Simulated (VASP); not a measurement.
# HfN (I4/mmm) in VASP: single point with PBEsol

Aim: the single point of HfN with PBEsol.

Program: VASP 6.6.1. These are calculated values, not measurements. Logs are shortened: lines on timing, memory, paths and dates and some standing lists are left out, and cuts for length are marked.

## 1. The cell of the first run

Symmetry: I4/mmm, No. 139, tetragonal system. Conventional cell: a = 3.035 Å, b = 3.035 Å, c = 4.405 Å, α = 90.00°, β = 90.00°, γ = 90.00°. Within 2.8 Å of Hf (site symmetry 4/mmm) lie 6 N at 2.15 to 2.20 Å. N (site symmetry 4/mmm) has 6 Hf at 2.15 to 2.20 Å within 2.8 Å.

## 2. Single point, PBEsol (strain -0.050 along x and y, -0.025 along z)

Contents of INCAR:

```
SYSTEM = HfN
  ALGO = Normal
  EDIFF = 1E-6
  ENCUT = 520
  GGA = PS
  ISIF = 2
  ISMEAR = 0
  LASPH = .TRUE.
  LCHARG = .FALSE.
  LREAL = .FALSE.
  LWAVE = .FALSE.
  NBANDS = 14
  NELM = 80
  PREC = Accurate
  SIGMA = 0.15
```

Contents of KPOINTS:

```
k-points
0
G
  18 18 18
  0 0 0
```

Contents of POSCAR:

```
HfN
1.0
    0.0000000000      2.1460500000      2.2025250000
    2.1460500000      0.0000000000      2.2025250000
    2.1460500000      2.1460500000      0.0000000000
Hf N
1 1
Direct
    0.0000000000      0.0000000000      0.0000000000
    0.5000000000      0.5000000000      0.5000000000
```

Potentials or basis: VASP PAW PBE potentials, release 64 (Hf_pv, N).

Started as:

```bash
cat potpaw_PBE.64/Hf_pv/POTCAR potpaw_PBE.64/N/POTCAR > POTCAR
mpirun -np 1 vasp_std > vasp.out
```

OUTCAR:

```text
SYSTEM = HfN
   EDIFF = 1E-6
   ENCUT = 520
   GGA = PS
   ISIF = 2
   ISMEAR = 0
   LASPH = .TRUE.
   LREAL = .FALSE.
   NELM = 80
   PREC = Accurate

 ion  position               nearest neighbor table
   1  0.000  0.000  0.000-   2 2.15   2 2.15   2 2.15   2 2.15   2 2.20   2 2.20
   2  0.500  0.500  0.500-   1 2.15   1 2.15   1 2.15   1 2.15   1 2.20   1 2.20

  LATTYP: Found a body centered tetragonal cell.
 ALAT       =     3.0349730155
 C/A-ratio  =     1.4514297088

  Lattice vectors:

 A1 = (  -2.1460500000,   0.0000000000,   2.2025250000)
 A2 = (   2.1460500000,   0.0000000000,   2.2025250000)
 A3 = (   0.0000000000,   2.1460500000,  -2.2025250000)

Analysis of symmetry for initial positions (statically):
=====================================================================
 Subroutine PRICEL returns:
 Original cell was already a primitive cell.

 Routine SETGRP: Setting up the symmetry group for a
 body centered tetragonal supercell.

 Subroutine GETGRP returns: Found 16 space group operations
 (whereof 16 operations were pure point group operations)
 out of a pool of 16 trial point group operations.

The static configuration has the point symmetry D_4h.

Analysis of symmetry for dynamics (positions and initial velocities):
=====================================================================
 Subroutine PRICEL returns:
 Original cell was already a primitive cell.

 Routine SETGRP: Setting up the symmetry group for a
 body centered tetragonal supercell.

 Subroutine GETGRP returns: Found 16 space group operations
 (whereof 16 operations were pure point group operations)
 out of a pool of 16 trial point group operations.

The dynamic configuration has the point symmetry D_4h.

 Subroutine INISYM returns: Found 16 space group operations
 (whereof 16 operations are pure point group operations),
 and found     1 'primitive' translations

----------------------------------------------------------------------------------------

                                     Primitive cell

  volume of cell :      20.2876

  direct lattice vectors                    reciprocal lattice vectors
     0.000000000  2.146050000  2.202525000    -0.232986184  0.232986184  0.227012179
     2.146050000  0.000000000  2.202525000     0.232986184 -0.232986184  0.227012179
     2.146050000  2.146050000  0.000000000     0.232986184  0.232986184 -0.227012179

  length of vectors
     3.075166171  3.075166171  3.034973016     0.400124547  0.400124547  0.400124547

  position of ions in fractional coordinates (direct lattice)
     0.000000000  0.000000000  0.000000000
     0.500000000  0.500000000  0.500000000

  ion indices of the primitive-cell ions
   primitive index   ion index
                 1           1
                 2           2

----------------------------------------------------------------------------------------

 KPOINTS: k-points

Automatic generation of k-mesh.
 Grid dimensions read from file:
 generate k-points for:   18   18   18

 Generating k-lattice:

  Cartesian coordinates                     Fractional coordinates (reciprocal lattice)
    -0.012943677  0.012943677  0.012611788     0.055555556 -0.000000000  0.000000000
     0.012943677 -0.012943677  0.012611788    -0.000000000  0.055555556  0.000000000
     0.012943677  0.012943677 -0.012611788     0.000000000  0.000000000  0.055555556

  Length of vectors
     0.022229142  0.022229142  0.022229142

  Shift w.r.t. Gamma in fractional coordinates (k-lattice)
     0.000000000  0.000000000  0.000000000

 Subroutine IBZKPT returns following result:
 ===========================================

 Found    480 irreducible k-points:

 Following reciprocal coordinates:
            Coordinates               Weight
  0.000000  0.000000  0.000000      1.000000
  0.055556  0.000000  0.000000      8.000000
  0.111111  0.000000  0.000000      8.000000
  0.166667 -0.000000  0.000000      8.000000
  0.222222  0.000000  0.000000      8.000000
  0.277778 -0.000000  0.000000      8.000000
[... 16 lines left out ...]
 -0.277778  0.055556  0.000000      8.000000
 -0.222222  0.055556  0.000000      8.000000
 [... further k-points ...]
   k-points           NKPTS =    480   k-points in BZ     NKDIM =    480   number of bands    NBANDS=     14
   number of dos      NEDOS =    301   number of ions     NIONS =      2
   total plane-waves  NPLWV =  13824
   dimension x,y,z NGX =    24 NGY =   24 NGZ =   24
   dimension x,y,z NGXF=    48 NGYF=   48 NGZF=   48
   ions per type =               1   1
   NGX,Y,Z   is equivalent  to a cutoff of  12.97, 12.97, 13.15 a.u.
   NGXF,Y,Z  is equivalent  to a cutoff of  25.95, 25.95, 26.29 a.u.
 SYSTEM =  HfN
   PREC   = accura    normal or accurate (medium, high low for compatibility)
   ISTART =      0    job   : 0-new  1-cont  2-samecut
   ICHARG =      2    charge: 1-file 2-atom 10-const
   ISPIN  =      1    spin polarized calculation?
   LNONCOLLINEAR =      F non collinear calculations
   LSORBIT =      F    spin-orbit coupling
   LASPH  =      T    aspherical Exc in radial PAW
   ENCUT  =  520.0 eV  38.22 Ry    6.18 a.u.   5.72  5.72  5.64*2*pi/ulx,y,z
   NELM   =     80;   NELMIN=  2; NELMDL= -5     # of ELM steps
   EDIFF  = 0.1E-05   stopping-criterion for ELM
   LREAL  =      F    real-space projection
   EDIFFG = 0.1E-04   stopping-criterion for IOM
   NSW    =      0    number of steps for IOM
   IBRION =     -1    ionic relax: 0-MD 1-quasi-New 2-CG
   NFREE  =      0    steps in history (QN), initial steepest desc. (CG)
   ISIF   =      2    stress and relaxation
   ISYM   =      2    0-nonsym 1-usesym 2-fastsym
   POTIM  = 0.5000    time-step for ionic-motion
   TEBEG  =    0.0;   TEEND  =   0.0 temperature during run
   PSTRESS=    0.0 pullay stress
   NELECT =      15.0000    total number of electrons
   NUPDOWN=      -1.0000    fix difference up-down
   EMIN   =  10.00;   EMAX   =-10.00  energy-range for DOS
   EFERMI =   0.00;   METHOD = LEGACY
   ISMEAR =     0;   SIGMA  =   0.15  broadening in eV -4-tet -1-fermi 0-gaus
   EFERMI_NEDOS =   21; number of points for ismear=-14 and -15
   IALGO  =     38    algorithm
   IMIX   =      4    mixing-type and parameters
     AMIX     =   0.40;   BMIX     =  1.00
     AMIX_MAG =   1.60;   BMIX_MAG =  1.00
  volume/ion in A,a.u.               =      10.14        68.45
  Fermi-wavevector in a.u.,A,eV,Ry     =   1.480341  2.797439 29.815933  2.191409
  Thomas-Fermi vector in A             =   2.594387
   LORBIT       =      0    0 simple, 1 ext, 2 COOP (PROOUT), +10 PAW based schemes
   GGA     = PS    functional components
   LHFCALC =     F    Hartree Fock is set to
   AEXX    =    0.0000 exact exchange contribution
   IVDW    =     0    specifies the selected vdW correction
   LEPSILON=     F    determine dielectric tensor
   LRPA    =     F    only Hartree local field effects (RPA)
 non-spin polarized calculation
 Gauss-broadening in eV      SIGMA  =   0.15
  energy-cutoff  :      520.00
  volume of cell :       20.29
 maximum number of plane-waves:       560
   NGX = 11   NGY = 11   NGZ = 11

 number of electron      15.0000000 magnetization

 Free energy of the ion-electron system (eV)
  ---------------------------------------------------
  ext. energy  EPLUGINS =         0.00000000
  ---------------------------------------------------
  free energy    TOTEN  =       -22.70109438 eV

  energy without entropy =      -22.69514241  energy(sigma->0) =      -22.69811840

 E-fermi :   9.3664     XC(G=0): -13.5745

 val. band max:        9.3527667580   @ k =  -0.3889   0.1111   0.3333
 cond. band min:       9.3778094505   @ k =  -0.1111   0.0556   0.0000
 fundamental gap:      0.0250426926
 Fermi energy:         9.3664366462

 k-point     1 :       0.0000    0.0000    0.0000
  band No.  band energies     occupation
      1     -21.1769      2.00000
      2     -21.1638      2.00000
      3     -21.1638      2.00000
      4      -8.8185      2.00000
      5       6.1330      2.00000
      6       6.3237      2.00000
      7       6.3237      2.00000
      8       8.6880      2.00000
      9       9.0292      1.99852
     10       9.0292      1.99852
     11      11.1807      0.00000
     12      11.8611      0.00000
     13      12.7614      0.00000
     14      19.2349      0.00000

 k-point     2 :       0.0556    0.0000    0.0000
  band No.  band energies     occupation
      1     -21.2231      2.00000
      2     -21.1770      2.00000
      3     -21.1669      2.00000
      4      -8.7207      2.00000
      5       5.8402      2.00000
      6       6.0250      2.00000
      7       6.0897      2.00000
      8       8.8366      2.00000
      9       9.1411      1.96641
     10       9.1491      1.95958
     11      11.4666      0.00000
     12      12.1646      0.00000
     13      12.9898      0.00000
     14      19.5221      0.00000

 k-point     3 :       0.1111    0.0000    0.0000
  band No.  band energies     occupation
      1     -21.3757      2.00000
      2     -21.1914      2.00000
      3     -21.1755      2.00000
      4      -8.4394      2.00000
      5       5.0551      2.00000
      6       5.4258      2.00000
      7       5.5313      2.00000
      8       9.1711      1.93441
      9       9.3918      0.81083
     10       9.4688      0.33454
     11      12.2176      0.00000
     12      12.9640      0.00000
     13      13.6042      0.00000
     14      20.3362      0.00000
[... 324 lines left out ...]
 k-point    23 :      -0.2778    0.0556    0.0000
  band No.  band energies     occupation
      1     -22.2198      2.00000
      2     -21.3251      2.00000
      3     -21.2076      2.00000
      4      -6.6135      2.00000
      5       1.6641      2.00000
      6       3.2718      2.00000
      7       3.5662      2.00000
      8      10.4092      0.00000
      9      11.2467      0.00000
     10      12.3075      0.00000
     11      14.7361      0.00000
     12      16.8715      0.00000
     13      17.7227      0.00000
     14      22.2309      0.00000

 k-point    24 :      -0.2222    0.0556    0.0000
  band No.  band energies     occupation
      1     -21.9702      2.00000
      2     -21.2970      2.00000
      3     -21.1892      2.00000
      4      -7.1959      2.00000
      5       2.5768      2.00000
      6       3.7611      2.00000
      7       4.1053      2.00000
      8       9.9298      0.00000
      9      10.5145      0.00000
     10      11.4427      0.00000
     11      13.6977      0.00000
     12      16.1494      0.00000
     13      16.4655      0.00000
     14      22.2405      0.00000

 [... further k-points ...]

------------------------ aborting loop because EDIFF is reached ----------------------------------------

  FORCE on cell =-STRESS in cart. coord.  units (eV):
  Direction    XX          YY          ZZ          XY          YZ          ZX
  --------------------------------------------------------------------------------------
  -------------------------------------------------------------------------------------
  Total        6.1138014      6.1138014      3.3818335      0.0000000     -0.0000000     -0.0000000
  in kB      482.8268327    482.8268327    267.0744142      0.0000000     -0.0000000     -0.0000000
  external PRESSURE =     410.9093599 kB  Pullay stress =       0.0000000 kB

 VOLUME and BASIS-vectors are now :
 -----------------------------------------------------------------------------
  energy-cutoff  :      520.00
  volume of cell :       20.29
      direct lattice vectors                 reciprocal lattice vectors
     0.000000000  2.146050000  2.202525000    -0.232986184  0.232986184  0.227012179
     2.146050000  0.000000000  2.202525000     0.232986184 -0.232986184  0.227012179
     2.146050000  2.146050000  0.000000000     0.232986184  0.232986184 -0.227012179

 POSITION                                       TOTAL-FORCE (eV/Angst)
 -----------------------------------------------------------------------------------
      0.00000      0.00000      0.00000        -0.000000      0.000000      0.000000
      2.14605      2.14605      2.20253         0.000000     -0.000000      0.000000
 -----------------------------------------------------------------------------------
    total drift:                                0.000000     -0.000000     -0.000000

  FREE ENERGIE OF THE ION-ELECTRON SYSTEM (eV)
  ---------------------------------------------------
  free  energy   TOTEN  =       -22.7010943812 eV

  energy  without entropy=      -22.6951424132  energy(sigma->0) =      -22.69811840
```

It took 1.9 min on 1 thread of Intel Xeon 8259CL, shared host; peak memory 0.26 GiB.

Results:

* Free energy: -22.7011 eV
* Pressure: 41.1 GPa
* Band gap on the k mesh: zero (an odd number of electrons rules out a gap without spin polarisation)

Caveat: the cell differs from its parent crystal (strain -0.050 along x and y, -0.025 along z); the cell stands under pressure; the PAW data sets were made with another functional, which shifts forces and pressure a little; spin-orbit coupling is left out, which moves the levels of the heavy elements.
